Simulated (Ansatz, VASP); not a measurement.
## MgO in VASP and in Ansatz

```
Mg O
1.0
     2.97668    0.00000    0.00000
    -1.48834    2.57788    0.00000
     0.00000    0.00000    2.71494
Mg O
1 1
Direct
  0.00000 0.00000 0.00000
  0.33333 0.66667 0.50000
```

Change from the starting cell: volume scaled by 1.04.

Alike in both runs: task single point; functional LDA; k mesh 10 × 10 × 10; occupations fermi-dirac, width 0.05 eV; no spin polarisation.

|  | VASP | Ansatz |
| --- | --- | --- |
| version | VASP 6.6.1 | Ansatz 0.2.0 |
| potentials or method | VASP PAW LDA potentials, release 64 (Mg, O), cutoff 520 eV | all-electron LAPW, scalar-relativistic |

```tsv
	VASP	Ansatz	Ansatz less VASP
gap on the k mesh at the Fermi level (eV)	2.67	2.67	+0.004
least direct gap on the mesh (eV)	3.06	3.06	+0.001
pressure (GPa)	-15.2	-13.5	+1.69
traceless stress, the component that is largest in VASP (GPa)	-1.77	-1.62	+0.151
```

LDA's correlation is that of Perdew and Zunger in VASP and of Perdew and Wang (1992) in Ansatz. Ansatz ran all-electron here, and VASP with PAW potentials.
